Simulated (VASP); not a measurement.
# Mn (Pm-3m) in VASP: a series of runs

Mn is run at these levels: PBEsol; tasks: single point, relaxation of cell and atoms.

Everything below comes from runs of VASP 6.6.1. Logs are shortened: lines on timing, memory, paths and dates and some standing lists are left out, and cuts for length are marked.

**1. The cell of the first run**

The structure is cubic, space group Pm-3m (No. 221). The conventional cell has a = 2.347 Å, b = 2.347 Å, c = 2.347 Å, α = 90.00°, β = 90.00°, γ = 90.00°. Within 3.1 Å of Mn (site symmetry m-3m) lie 6 Mn at 2.35 Å.

**2. Single point, PBEsol, collinear spin, antiferromagnetic start (volume scaled by 1.04)**

INCAR

```
SYSTEM = Mn
PREC = Accurate
ENCUT = 520
EDIFF = 1E-6
ISMEAR = -1
SIGMA = 0.05
LREAL = .False.
LASPH = .True.
NELM = 150
ALGO = Normal
ISIF = 2
LWAVE = .False.
LCHARG = .True.
ISPIN = 2
MAGMOM = 1.918 -1.918
LORBIT = 11
LMAXMIX = 4
GGA = PS
LELF = .True.
LVHAR = .True.
NBANDS = 24
```

KPOINTS

```
regular mesh
0
Gamma
  13 13 13
  0 0 0
```

POSCAR

```
Mn
1.0
    0.0000000000      2.3466370971      2.3466370971
    2.3466370971      0.0000000000      2.3466370971
    2.3466370971      2.3466370971      0.0000000000
Mn
2
Direct
    0.0000000000      0.0000000000      0.0000000000
    0.5000000000      0.5000000000      0.5000000000
```

Potentials or basis: VASP PAW PBE potentials, release 64 (Mn_pv).

Launch:

```sh
cat potpaw_PBE.64/Mn_pv/POTCAR > POTCAR
mpirun -np 1 vasp_std > vasp.out
```

OUTCAR:

```text
SYSTEM = Mn
   PREC = Accurate
   ENCUT = 520
   EDIFF = 1E-6
   ISMEAR = -1
   LREAL = .False.
   LASPH = .True.
   NELM = 150
   ISIF = 2
   ISPIN = 2
   LORBIT = 11
   GGA = PS

 ion  position               nearest neighbor table
   1  0.000  0.000  0.000-   2 2.35   2 2.35   2 2.35   2 2.35   2 2.35   2 2.35
   2  0.500  0.500  0.500-   1 2.35   1 2.35   1 2.35   1 2.35   1 2.35   1 2.35

  LATTYP: Found a face centered cubic cell.
 ALAT       =     4.6932741942

  Lattice vectors:

 A1 = (   0.0000000000,   2.3466370971,   2.3466370971)
 A2 = (   2.3466370971,   0.0000000000,   2.3466370971)
 A3 = (   2.3466370971,   2.3466370971,   0.0000000000)

Analysis of symmetry for initial positions (statically):
=====================================================================
 Subroutine PRICEL returns following result:

  LATTYP: Found a simple cubic cell.
 ALAT       =     2.3466370971

  Lattice vectors:

 A1 = (  -2.3466370971,   0.0000000000,   0.0000000000)
 A2 = (   0.0000000000,   0.0000000000,   2.3466370971)
 A3 = (   0.0000000000,   2.3466370971,   0.0000000000)

   2 primitive cells build up your supercell.

 Routine SETGRP: Setting up the symmetry group for a
 face centered cubic supercell.

 Subroutine GETGRP returns: Found 48 space group operations
 (whereof 48 operations were pure point group operations)
 out of a pool of 48 trial point group operations.

The static configuration has the point symmetry O_h .

Analysis of symmetry for dynamics (positions and initial velocities):
=====================================================================
 Subroutine PRICEL returns following result:

  LATTYP: Found a simple cubic cell.
 ALAT       =     2.3466370971

  Lattice vectors:

 A1 = (  -2.3466370971,   0.0000000000,   0.0000000000)
 A2 = (   0.0000000000,   0.0000000000,   2.3466370971)
 A3 = (   0.0000000000,   2.3466370971,   0.0000000000)

   2 primitive cells build up your supercell.

 Routine SETGRP: Setting up the symmetry group for a
 face centered cubic supercell.

 Subroutine GETGRP returns: Found 48 space group operations
 (whereof 48 operations were pure point group operations)
 out of a pool of 48 trial point group operations.

The dynamic configuration has the point symmetry O_h .

Analysis of structural, dynamic, and magnetic symmetry:
=====================================================================
 Subroutine PRICEL returns following result:

  LATTYP: Found a simple cubic cell.
 ALAT       =     2.3466370971

  Lattice vectors:

 A1 = (  -2.3466370971,   0.0000000000,   0.0000000000)
 A2 = (   0.0000000000,   0.0000000000,   2.3466370971)
 A3 = (   0.0000000000,   2.3466370971,   0.0000000000)

   2 primitive cells build up your supercell.

 Routine SETGRP: Setting up the symmetry group for a
 face centered cubic supercell.

 Subroutine GETGRP returns: Found 48 space group operations
 (whereof 48 operations were pure point group operations)
 out of a pool of 48 trial point group operations.

The overall configuration has the point symmetry O_h .

 Subroutine INISYM returns: Found 48 space group operations
 (whereof 48 operations are pure point group operations),
 and found     2 'primitive' translations

----------------------------------------------------------------------------------------

                                     Primitive cell

  volume of cell :      12.9222

  direct lattice vectors                    reciprocal lattice vectors
    -2.346637097  0.000000000  0.000000000    -0.426141733  0.000000000  0.000000000
     0.000000000  0.000000000  2.346637097     0.000000000  0.000000000  0.426141733
     0.000000000  2.346637097  0.000000000     0.000000000  0.426141733  0.000000000

  length of vectors
     2.346637097  2.346637097  2.346637097     0.426141733  0.426141733  0.426141733

  position of ions in fractional coordinates (direct lattice)
     0.000000000  0.000000000  0.000000000

  ion indices of the primitive-cell ions
   primitive index   ion index
                 1           1

----------------------------------------------------------------------------------------

 KPOINTS: regular mesh

Automatic generation of k-mesh.
 Grid dimensions read from file:
 generate k-points for:   13   13   13

 Generating k-lattice:

  Cartesian coordinates                     Fractional coordinates (reciprocal lattice)
    -0.016390067  0.016390067  0.016390067     0.076923077  0.000000000  0.000000000
     0.016390067 -0.016390067  0.016390067     0.000000000  0.076923077  0.000000000
     0.016390067  0.016390067 -0.016390067     0.000000000  0.000000000  0.076923077

  Length of vectors
     0.028388428  0.028388428  0.028388428

  Shift w.r.t. Gamma in fractional coordinates (k-lattice)
     0.000000000  0.000000000  0.000000000

 Subroutine IBZKPT returns following result:
 ===========================================

 Found     84 irreducible k-points:

 Following reciprocal coordinates:
            Coordinates               Weight
  0.000000  0.000000  0.000000      1.000000
  0.076923  0.000000  0.000000      8.000000
  0.153846  0.000000  0.000000      8.000000
  0.230769  0.000000  0.000000      8.000000
  0.307692  0.000000  0.000000      8.000000
  0.384615  0.000000  0.000000      8.000000
[... 16 lines left out ...]
  0.384615  0.153846  0.000000     24.000000
  0.461538  0.153846  0.000000     24.000000
 [... further k-points ...]
   k-points           NKPTS =     84   k-points in BZ     NKDIM =     84   number of bands    NBANDS=     24
   number of dos      NEDOS =    301   number of ions     NIONS =      2
   total plane-waves  NPLWV =  21952
   dimension x,y,z NGX =    28 NGY =   28 NGZ =   28
   dimension x,y,z NGXF=    56 NGYF=   56 NGZF=   56
   ions per type =               2
   NGX,Y,Z   is equivalent  to a cutoff of  14.03, 14.03, 14.03 a.u.
   NGXF,Y,Z  is equivalent  to a cutoff of  28.05, 28.05, 28.05 a.u.
 SYSTEM =  Mn
   PREC   = accura    normal or accurate (medium, high low for compatibility)
   ISTART =      0    job   : 0-new  1-cont  2-samecut
   ICHARG =      2    charge: 1-file 2-atom 10-const
   ISPIN  =      2    spin polarized calculation?
   LNONCOLLINEAR =      F non collinear calculations
   LSORBIT =      F    spin-orbit coupling
   LASPH  =      T    aspherical Exc in radial PAW
   ENCUT  =  520.0 eV  38.22 Ry    6.18 a.u.   6.17  6.17  6.17*2*pi/ulx,y,z
   NELM   =    150;   NELMIN=  2; NELMDL= -5     # of ELM steps
   EDIFF  = 0.1E-05   stopping-criterion for ELM
   LREAL  =      F    real-space projection
   EDIFFG = 0.1E-04   stopping-criterion for IOM
   NSW    =      0    number of steps for IOM
   IBRION =     -1    ionic relax: 0-MD 1-quasi-New 2-CG
   NFREE  =      0    steps in history (QN), initial steepest desc. (CG)
   ISIF   =      2    stress and relaxation
   ISYM   =      2    0-nonsym 1-usesym 2-fastsym
   POTIM  = 0.5000    time-step for ionic-motion
   TEBEG  =    0.0;   TEEND  =   0.0 temperature during run
   PSTRESS=    0.0 pullay stress
   NELECT =      26.0000    total number of electrons
   NUPDOWN=      -1.0000    fix difference up-down
   EMIN   =  10.00;   EMAX   =-10.00  energy-range for DOS
   EFERMI =   0.00;   METHOD = LEGACY
   ISMEAR =    -1;   SIGMA  =   0.05  broadening in eV -4-tet -1-fermi 0-gaus
   EFERMI_NEDOS =   21; number of points for ismear=-14 and -15
   IALGO  =     38    algorithm
   IMIX   =      4    mixing-type and parameters
     AMIX     =   0.40;   BMIX     =  1.00
     AMIX_MAG =   1.60;   BMIX_MAG =  1.00
  volume/ion in A,a.u.               =      12.92        87.20
  Fermi-wavevector in a.u.,A,eV,Ry     =   1.640376  3.099861 36.611002  2.690833
  Thomas-Fermi vector in A             =   2.731024
   LORBIT       =     11    0 simple, 1 ext, 2 COOP (PROOUT), +10 PAW based schemes
   GGA     = PS    functional components
   LHFCALC =     F    Hartree Fock is set to
   AEXX    =    0.0000 exact exchange contribution
   IVDW    =     0    specifies the selected vdW correction
   LEPSILON=     F    determine dielectric tensor
   LRPA    =     F    only Hartree local field effects (RPA)
 spin polarized calculation
  energy-cutoff  :      520.00
  volume of cell :       25.84
 maximum number of plane-waves:       725
 NGX is ok and might be reduce to    28
   NGX = 13   NGY = 13   NGZ = 13

 number of electron      25.9999983 magnetization       0.0000000

 number of electron      25.9999983 magnetization      -0.0000000

 Free energy of the ion-electron system (eV)
  ---------------------------------------------------
  ext. energy  EPLUGINS =         0.00000000
  ---------------------------------------------------
  free energy    TOTEN  =       -17.84052211 eV

  energy without entropy =      -17.82432486  energy(sigma->0) =      -17.83242348

 E-fermi :   8.5974     XC(G=0): -12.9456

 val. band max:        8.5945386055   @ k =  -0.4615   0.2308   0.0769
 cond. band min:       8.6003529139   @ k =   0.3846   0.0000   0.0000
 fundamental gap:      0.0058143084
 Fermi energy:         8.5974183414

 spin component 1

 k-point     1 :       0.0000    0.0000    0.0000
  band No.  band energies     occupation
      1     -40.5404      1.00000
      2     -40.5404      1.00000
      3     -40.5404      1.00000
      4     -38.1936      1.00000
      5     -38.1936      1.00000
      6     -38.1936      1.00000
[... 16 lines left out ...]
     23      26.1006      0.00000
     24      26.1006      0.00000
[... 598 lines left out ...]
      2     -40.5361      1.00000
      3     -40.5355      1.00000
      4     -38.2434      1.00000
      5     -38.2223      1.00000
      6     -38.2185      1.00000
[... 16 lines left out ...]
     23      26.4485      0.00000
     24      26.9747      0.00000

 [... further k-points ...]

 spin component 2

 k-point     1 :       0.0000    0.0000    0.0000
  band No.  band energies     occupation
      1     -40.5404      1.00000
      2     -40.5404      1.00000
      3     -40.5404      1.00000
      4     -38.1936      1.00000
      5     -38.1936      1.00000
      6     -38.1936      1.00000
[... 16 lines left out ...]
     23      26.1006      0.00000
     24      26.1006      0.00000
[... 598 lines left out ...]
      2     -40.5361      1.00000
      3     -40.5355      1.00000
      4     -38.2434      1.00000
      5     -38.2223      1.00000
      6     -38.2185      1.00000
[... 16 lines left out ...]
     23      26.4485      0.00000
     24      26.9747      0.00000

 [... further k-points ...]
[... 5 lines left out ...]
  --------------------------------------------------------------------------------------
  -------------------------------------------------------------------------------------
  Total       -0.6639519     -0.6639519     -0.6639519      0.0000000      0.0000000      0.0000000
  in kB      -41.1603823    -41.1603823    -41.1603823      0.0000000      0.0000000      0.0000000
  external PRESSURE =     -41.1603823 kB  Pullay stress =       0.0000000 kB

 VOLUME and BASIS-vectors are now :
 -----------------------------------------------------------------------------
  energy-cutoff  :      520.00
  volume of cell :       25.84
      direct lattice vectors                 reciprocal lattice vectors
     0.000000000  2.346637097  2.346637097    -0.213070867  0.213070867  0.213070867
     2.346637097  0.000000000  2.346637097     0.213070867 -0.213070867  0.213070867
     2.346637097  2.346637097  0.000000000     0.213070867  0.213070867 -0.213070867

 POSITION                                       TOTAL-FORCE (eV/Angst)
 -----------------------------------------------------------------------------------
      0.00000      0.00000      0.00000        -0.000000     -0.000000      0.000000
      2.34664      2.34664      2.34664         0.000000      0.000000     -0.000000
 -----------------------------------------------------------------------------------
    total drift:                                0.000000      0.000000      0.000000

  FREE ENERGIE OF THE ION-ELECTRON SYSTEM (eV)
  ---------------------------------------------------
  free  energy   TOTEN  =       -17.8405221131 eV

  energy  without entropy=      -17.8243248556  energy(sigma->0) =      -17.83242348

 total charge

# of ion       s       p       d       tot
------------------------------------------
    1        0.422   6.291   5.160  11.873
    2        0.422   6.291   5.160  11.873
--------------------------------------------------
tot          0.844  12.582  10.321  23.747

 magnetization (x)

# of ion       s       p       d       tot
------------------------------------------
    1        0.035   0.016   2.155   2.206
    2       -0.035  -0.016  -2.155  -2.206
--------------------------------------------------
tot          0.000   0.000   0.000   0.000
```

Run time: 1.8 min. Hardware: 1 thread of Intel Xeon 6975P-C, shared host; peak memory 0.22 GiB.

Results:

| Item | Value |
| --- | --- |
| Free energy | -17.8405 eV |
| Pressure | -4.1 GPa |
| Band gap on the k mesh | zero (filled and empty bands overlap) |
| Net moment | 0.00 μB per cell |
| Site moments | Mn +2.21, -2.21 μB |
| Valence electrons inside the program's atomic spheres | Mn 11.87 |

Levels at points of the mesh, in eV from the Fermi level:
Spin up:
```
           k point  band 10  band 11  band 12  band 13  band 14  band 15  band 16  band 17
(0.00, 0.00, 0.00)    -3.45    -3.45    -3.45     1.57     1.57     1.57     2.63     2.63
```
Spin down:
```
           k point  band 9  band 10  band 11  band 12  band 13  band 14  band 15  band 16  band 17  band 18
(0.00, 0.00, 0.00)   -3.61    -3.45    -3.45    -3.45     1.57     1.57     1.57     2.63     2.63    11.49
```

Caveat: the PAW data sets were made with another functional, which shifts forces and pressure a little.

**3. Single point, PBEsol, collinear spin, antiferromagnetic start (volume scaled by 1.08)**

INCAR

```
PREC     = Accurate       # precision mode
ENCUT    = 520            # plane-wave cutoff, eV
EDIFF    = 1E-6           # SCF threshold, eV
ISMEAR   = -1             # smearing method
SIGMA    = 0.05           # smearing width, eV
LREAL    = F              # projectors in reciprocal space
LASPH    = T              # aspherical terms in the spheres
NELM     = 150            # most SCF steps
ALGO     = Normal         # electronic algorithm
ISIF     = 2              # what is computed and relaxed
LWAVE    = F              # write WAVECAR
LCHARG   = F              # write CHGCAR
ISPIN    = 2              # spin polarisation
MAGMOM   = 1.918 -1.918   # initial moments
LORBIT   = 11             # projections on sites
LMAXMIX  = 4              # l up to which the mixer works
GGA      = PS             # functional
NBANDS   = 24             # bands
```

KPOINTS

```
regular mesh
0
Gamma
  13 13 13
```

POSCAR

```
Mn
1.0
    0.0000000000      2.3763445178      2.3763445178
    2.3763445178      0.0000000000      2.3763445178
    2.3763445178      2.3763445178      0.0000000000
Mn
2
Direct
    0.0000000000      0.0000000000      0.0000000000
    0.5000000000      0.5000000000      0.5000000000
```

Potentials or basis: VASP PAW PBE potentials, release 64 (Mn_pv).

Launch:

```sh
cat potpaw_PBE.64/Mn_pv/POTCAR > POTCAR
mpirun -np 1 vasp_std > vasp.out
```

It took 2 min on 1 thread of Intel Xeon 6975P-C, shared host; peak memory 0.22 GiB.

The run converged. Its results:

| Property | Result |
| --- | --- |
| Free energy | -17.8049 eV |
| Pressure | -7.6 GPa |
| Band gap on the k mesh | zero (filled and empty bands overlap) |
| Net moment | 0.00 μB per cell |
| Site moments | Mn +2.35, -2.35 μB |
| Valence electrons inside the program's atomic spheres | Mn 11.82 |

Levels at points of the mesh, in eV from the Fermi level:
Spin up:
```tsv
k point	band 9	band 10	band 11	band 12	band 13	band 14	band 15	band 16	band 17	band 18
(0.00, 0.00, 0.00)	-3.49	-3.34	-3.34	-3.34	1.52	1.52	1.52	2.50	2.50	11.39
```
Spin down:
```
           k point  band 11  band 12  band 13  band 14  band 15  band 16
(0.00, 0.00, 0.00)    -3.34    -3.34     1.52     1.52     1.52     2.50
```

Caveat: the PAW data sets were made with another functional, which shifts forces and pressure a little.

**4. Single point, PBEsol, collinear spin, antiferromagnetic start (volume scaled by 1.12)**

INCAR

```
ALGO = Normal ; EDIFF = 1E-6
ENCUT = 520 ; GGA = PS
ISIF = 2 ; ISMEAR = -1
ISPIN = 2 ; LASPH = True
LCHARG = True ; LELF = True
LMAXMIX = 4 ; LORBIT = 11
LREAL = False ; LVHAR = True
LWAVE = False ; MAGMOM = 1.918 -1.918
NBANDS = 24 ; NELM = 150
PREC = Accurate ; SIGMA = 0.05
```

KPOINTS

```
k-points
0
Gamma
  13 13 13
```

POSCAR

```
Mn
1.0
    0.0000000000      2.4053271854      2.4053271854
    2.4053271854      0.0000000000      2.4053271854
    2.4053271854      2.4053271854      0.0000000000
Mn
2
Direct
    0.0000000000      0.0000000000      0.0000000000
    0.5000000000      0.5000000000      0.5000000000
```

Launch:

```sh
cat potpaw_PBE.64/Mn_pv/POTCAR > POTCAR
mpirun -np 1 vasp_std > vasp.out
```

Run time: 2 min. Hardware: 1 thread of Intel Xeon 6975P-C, shared host; peak memory 0.22 GiB.

Results (log left out):

| Item | Value |
| --- | --- |
| Free energy | -17.7505 eV |
| Pressure | -10.2 GPa |
| Band gap on the k mesh | zero (filled and empty bands overlap) |
| Net moment | 0.00 μB per cell |
| Site moments | Mn +2.49, -2.49 μB |
| Valence electrons inside the program's atomic spheres | Mn 11.77 |

Levels at points of the mesh, in eV from the Fermi level:
Spin up:
```tsv
k point	band 9	band 10	band 11	band 12	band 13	band 14	band 15	band 16	band 17	band 18
(0.00, 0.00, 0.00)	-3.40	-3.26	-3.26	-3.26	1.47	1.47	1.47	2.38	2.38	11.28
```
Spin down:
```
           k point  band 10  band 11  band 12  band 13  band 14  band 15  band 16  band 17
(0.00, 0.00, 0.00)    -3.26    -3.26    -3.26     1.47     1.47     1.47     2.38     2.38
```

Caveat: the PAW data sets were made with another functional, which shifts forces and pressure a little.

[end of part 1 of 2]
